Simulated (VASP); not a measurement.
# Mo (Cmcm) in VASP: notebook

The runs below take Mo through single point, with PBEsol.

All numbers are computed with VASP 6.6.1; they aren't measurements. Logs are shortened: lines on timing, memory, paths and dates and some standing lists are left out, and cuts for length are marked.

### 1 The cell of the first run

The structure is orthorhombic, space group Cmcm (No. 63). The conventional cell has a = 3.129 Å, b = 4.426 Å, c = 4.426 Å, α = 90.00°, β = 90.00°, γ = 90.00°. Mo (site symmetry m2m) has 14 Mo at 2.71 to 3.35 Å within 3.6 Å.

### 2 Single point, PBEsol (atoms displaced along a vibrational mode)

File INCAR:

```
SYSTEM = Mo
PREC     = Accurate       ! precision mode
ENCUT    = 520            ! plane-wave cutoff, eV
EDIFF    = 1E-6           ! SCF threshold, eV
ISMEAR   = 0              ! smearing method
SIGMA    = 0.15           ! smearing width, eV
LREAL    = .FALSE.        ! projectors in reciprocal space
LASPH    = .TRUE.         ! aspherical terms in the spheres
NELM     = 80             ! most SCF steps
ALGO     = Fast           ! electronic algorithm
ISIF     = 2              ! what is computed and relaxed
LWAVE    = .FALSE.        ! write WAVECAR
LCHARG   = .FALSE.        ! write CHGCAR
GGA      = PS             ! functional
NBANDS   = 21             ! bands
```

File KPOINTS:

```
regular mesh
0
G
  24 24 14
  0 0 0
```

File POSCAR:

```
Mo
1.0
   -1.5646534271      1.5646534271      1.5646534271
    1.5646534271     -1.5646534271      1.5646534271
    3.1293068543      3.1293068543      0.0000000000
Mo
2
Direct
    0.0338944124     -0.0338944124      0.0000000000
    0.4661055876      0.5338944124      0.5000000000
```

Potentials or basis: VASP PAW PBE potentials, release 64 (Mo_sv).

Command:

```bash
> cat potpaw_PBE.64/Mo_sv/POTCAR > POTCAR
> mpirun -np 1 vasp_std > vasp.out
```

OUTCAR:

```text
SYSTEM = Mo
   PREC = Accurate
   ENCUT = 520
   EDIFF = 1E-6
   ISMEAR = 0
   LREAL = .FALSE.
   LASPH = .TRUE.
   NELM = 80
   ISIF = 2
   GGA = PS

 ion  position               nearest neighbor table
   1  0.034  0.966  0.000-   2 2.73   2 2.73   2 2.73   2 2.73   2 2.92   2 2.92   2 3.35   2 3.35

   2  0.466  0.534  0.500-   1 2.73   1 2.73   1 2.73   1 2.73   1 2.92   1 2.92   1 3.35   1 3.35

  LATTYP: Found a base centered orthorhombic cell.
 ALAT       =     3.1293068542
 B/A-ratio  =     1.4142135624
 C/A-ratio  =     1.4142135624

  Lattice vectors:

 A1 = (  -1.5646534271,   1.5646534271,   1.5646534271)
 A2 = (   1.5646534271,  -1.5646534271,   1.5646534271)
 A3 = (   3.1293068543,   3.1293068543,   0.0000000000)

Analysis of symmetry for initial positions (statically):
=====================================================================
 Subroutine PRICEL returns:
 Original cell was already a primitive cell.

 Routine SETGRP: Setting up the symmetry group for a
 base centered orthorhombic supercell.

 Subroutine GETGRP returns: Found  8 space group operations
 (whereof  4 operations were pure point group operations)
 out of a pool of  8 trial point group operations.

The static configuration has the point symmetry C_2v.
 The point group associated with its full space group is D_2h.

Analysis of symmetry for dynamics (positions and initial velocities):
=====================================================================
 Subroutine PRICEL returns:
 Original cell was already a primitive cell.

 Routine SETGRP: Setting up the symmetry group for a
 base centered orthorhombic supercell.

 Subroutine GETGRP returns: Found  8 space group operations
 (whereof  4 operations were pure point group operations)
 out of a pool of  8 trial point group operations.

The dynamic configuration has the point symmetry C_2v.
 The point group associated with its full space group is D_2h.

 Subroutine INISYM returns: Found  8 space group operations
 (whereof  4 operations are pure point group operations),
 and found     1 'primitive' translations

----------------------------------------------------------------------------------------

                                     Primitive cell

  volume of cell :      30.6439

  direct lattice vectors                    reciprocal lattice vectors
    -1.564653427  1.564653427  1.564653427    -0.159779793  0.159779793  0.319559585
     1.564653427 -1.564653427  1.564653427     0.159779793 -0.159779793  0.319559585
[... 84 lines left out ...]
   NELM   =     80;   NELMIN=  2; NELMDL= -5     # of ELM steps
   EDIFF  = 0.1E-05   stopping-criterion for ELM
   LREAL  =      F    real-space projection
   EDIFFG = 0.1E-04   stopping-criterion for IOM
   NSW    =      0    number of steps for IOM
   IBRION =     -1    ionic relax: 0-MD 1-quasi-New 2-CG
   NFREE  =      0    steps in history (QN), initial steepest desc. (CG)
   ISIF   =      2    stress and relaxation
   ISYM   =      2    0-nonsym 1-usesym 2-fastsym
   POTIM  = 0.5000    time-step for ionic-motion
   TEBEG  =    0.0;   TEEND  =   0.0 temperature during run
   PSTRESS=    0.0 pullay stress
   NELECT =      28.0000    total number of electrons
   NUPDOWN=      -1.0000    fix difference up-down
   EMIN   =  10.00;   EMAX   =-10.00  energy-range for DOS
   EFERMI =   0.00;   METHOD = LEGACY
   ISMEAR =     0;   SIGMA  =   0.15  broadening in eV -4-tet -1-fermi 0-gaus
   EFERMI_NEDOS =   21; number of points for ismear=-14 and -15
   IALGO  =     68    algorithm
   IMIX   =      4    mixing-type and parameters
     AMIX     =   0.40;   BMIX     =  1.00
     AMIX_MAG =   1.60;   BMIX_MAG =  1.00
  volume/ion in A,a.u.               =      15.32       103.40
  Fermi-wavevector in a.u.,A,eV,Ry     =   1.588593  3.002006 34.336047  2.523628
  Thomas-Fermi vector in A             =   2.687573
   LORBIT       =      0    0 simple, 1 ext, 2 COOP (PROOUT), +10 PAW based schemes
   GGA     = PS    functional components
   LHFCALC =     F    Hartree Fock is set to
   AEXX    =    0.0000 exact exchange contribution
   IVDW    =     0    specifies the selected vdW correction
   LEPSILON=     F    determine dielectric tensor
   LRPA    =     F    only Hartree local field effects (RPA)
 non-spin polarized calculation
 RMM-DIIS sequential band-by-band and
 Gauss-broadening in eV      SIGMA  =   0.15
  energy-cutoff  :      520.00
  volume of cell :       30.64
 maximum number of plane-waves:       854
   NGX = 11   NGY = 11   NGZ = 17

 number of electron      27.9999999 magnetization

 Free energy of the ion-electron system (eV)
  ---------------------------------------------------
  ext. energy  EPLUGINS =         0.00000000
  ---------------------------------------------------
  free energy    TOTEN  =       -23.28853193 eV

  energy without entropy =      -23.27089981  energy(sigma->0) =      -23.27971587

 E-fermi :  12.7292     XC(G=0): -13.6365

 val. band max:       12.7232396140   @ k =  -0.2500   0.1667   0.3571
 cond. band min:      12.7294747029   @ k =  -0.1250   0.0417   0.2857
 fundamental gap:      0.0062350889
 Fermi energy:        12.7292438410

 k-point     1 :       0.0000    0.0000    0.0000
  band No.  band energies     occupation
      1     -48.3765      2.00000
      2     -48.0865      2.00000
      3     -23.1149      2.00000
      4     -22.0741      2.00000
      5     -21.6679      2.00000
      6     -21.6443      2.00000
[... 565 lines left out ...]
     20      20.1893      0.00000
     21      24.1533      0.00000

 [... further k-points ...]

------------------------ aborting loop because EDIFF is reached ----------------------------------------

  FORCE on cell =-STRESS in cart. coord.  units (eV):
  Direction    XX          YY          ZZ          XY          YZ          ZX
  --------------------------------------------------------------------------------------
  -------------------------------------------------------------------------------------
  Total        0.5690753      0.5690753      0.1568761      1.0550254      0.0000000     -0.0000000
  in kB       29.7533492     29.7533492      8.2020598     55.1606096      0.0000000     -0.0000000
  external PRESSURE =      22.5695861 kB  Pullay stress =       0.0000000 kB

 VOLUME and BASIS-vectors are now :
 -----------------------------------------------------------------------------
  energy-cutoff  :      520.00
  volume of cell :       30.64
      direct lattice vectors                 reciprocal lattice vectors
    -1.564653427  1.564653427  1.564653427    -0.159779793  0.159779793  0.319559585
     1.564653427 -1.564653427  1.564653427     0.159779793 -0.159779793  0.319559585
     3.129306854  3.129306854  0.000000000     0.159779793  0.159779793  0.000000000

 POSITION                                       TOTAL-FORCE (eV/Angst)
 -----------------------------------------------------------------------------------
      1.45859     -1.45859      1.56465         1.141433     -1.141433      0.000000
      1.67072      1.45859      1.56465        -1.141433      1.141433      0.000000
 -----------------------------------------------------------------------------------
    total drift:                               -0.000000     -0.000000      0.000000

  FREE ENERGIE OF THE ION-ELECTRON SYSTEM (eV)
  ---------------------------------------------------
  free  energy   TOTEN  =       -23.2885319281 eV

  energy  without entropy=      -23.2708998086  energy(sigma->0) =      -23.27971587
```

It took 17 min on 1 thread of Oxide Virtual Turin-like, shared host; peak memory 0.63 GiB.

What came out:

```yaml
Free_energy: -23.2885 eV
Pressure: 2.3 GPa
Largest_force: 1.614 eV/Å
Band_gap_on_the_k_mesh: zero (bands 14 and 15 overlap by 2.66 eV)
```

Forces on the atoms (eV/Å):
```
Mo   1.141 -1.141  0.000
Mo  -1.141  1.141  0.000
```

Levels at points of the mesh, in eV from the Fermi level:
| k point | band 10 | band 11 | band 12 | band 13 | band 14 | band 15 | band 16 | band 17 | band 18 | band 19 |
| --- | --- | --- | --- | --- | --- | --- | --- | --- | --- | --- |
| (0.00, 0.00, 0.00) | -5.40 | -3.37 | -1.47 | -1.12 | -1.11 | 1.42 | 1.57 | 1.61 | 1.76 | 2.73 |
| (0.50, 0.00, 0.00) | -3.89 | -3.69 | -2.24 | -1.66 | -1.25 | 0.25 | 2.47 | 2.78 | 2.88 | 6.30 |
| (0.50, 0.50, 0.00) | -5.39 | -5.29 | -3.37 | 1.25 | 1.70 | 1.77 | 4.12 | 4.34 | 4.84 | 4.84 |
| (0.00, 0.00, 0.50) | -5.28 | -2.63 | -2.63 | -1.54 | -1.54 | 0.68 | 0.68 | 1.40 | 1.40 | 2.59 |
| (0.50, 0.00, 0.50) | -5.35 | -3.35 | -3.35 | 1.48 | 1.48 | 1.68 | 1.68 | 2.56 | 2.56 | 4.89 |
| (0.50, 0.50, 0.50) | -4.68 | -3.29 | -3.29 | -0.72 | -0.72 | 0.71 | 0.71 | 4.60 | 4.60 | 7.20 |

Caveat: the cell differs from its parent crystal (atoms displaced along a vibrational mode); the PAW data sets were made with another functional, which shifts forces and pressure a little.

### 3 Single point, PBEsol (atoms displaced along a vibrational mode)

File INCAR:

```
SYSTEM = Mo
ALGO = Fast ; EDIFF = 1E-6
ENCUT = 520 ; GGA = PS
ISIF = 2 ; ISMEAR = 0
LASPH = .TRUE. ; LCHARG = .TRUE.
LELF = .TRUE. ; LREAL = .FALSE.
LVHAR = .TRUE. ; LWAVE = .FALSE.
NBANDS = 21 ; NELM = 100
PREC = Accurate ; SIGMA = 0.15
```

File KPOINTS:

```
k-points
0
G
  24 24 14
  0 0 0
```

File POSCAR:

```
Mo
1.0
   -1.5646534271      1.5646534271      1.5646534271
    1.5646534271     -1.5646534271      1.5646534271
    3.1293068543      3.1293068543      0.0000000000
Mo
2
Direct
   -0.0169472062      0.0169472062      0.0000000000
    0.5169472062      0.4830527938      0.5000000000
```

Potentials or basis: VASP PAW PBE potentials, release 64 (Mo_sv).

Command:

```bash
> cat potpaw_PBE.64/Mo_sv/POTCAR > POTCAR
> mpirun -np 1 vasp_std > vasp.out
```

Run time: 18 min. Hardware: 1 thread of Oxide Virtual Turin-like, shared host; peak memory 0.63 GiB.

Results (log left out):

```
Free energy            : -23.4880 eV
Pressure               : 1.1 GPa
Largest force          : 0.969 eV/Å
Band gap on the k mesh : zero (bands 14 and 15 overlap by 2.86 eV)
```

Forces in eV/Å, atoms in the order of the input:
```
Mo  -0.685  0.685  0.000
Mo   0.685 -0.685  0.000
```

Stress tensor (GPa, compression positive):
```
1.29 1.61 0.00
1.61 1.29 0.00
0.00 0.00 0.69
```

Levels at points of the mesh, in eV from the Fermi level:
```tsv
k point	band 11	band 12	band 13	band 14	band 15	band 16	band 17	band 18
(0.00, 0.00, 0.00)	-3.50	-1.45	-1.35	-1.35	1.58	1.64	1.66	1.69
(0.50, 0.00, 0.00)	-3.42	-2.68	-1.79	-1.59	0.69	2.05	2.46	2.63
(0.50, 0.50, 0.00)	-5.45	-3.49	1.53	1.70	2.19	4.10	4.16	4.31
(0.00, 0.00, 0.50)	-2.62	-2.62	-1.61	-1.61	0.92	0.92	1.15	1.15
(0.50, 0.00, 0.50)	-3.49	-3.49	1.59	1.59	1.70	1.70	2.41	2.41
(0.50, 0.50, 0.50)	-3.42	-3.42	-0.80	-0.80	0.39	0.39	4.51	4.51
```

Caveat: the cell differs from its parent crystal (atoms displaced along a vibrational mode); the PAW data sets were made with another functional, which shifts forces and pressure a little.
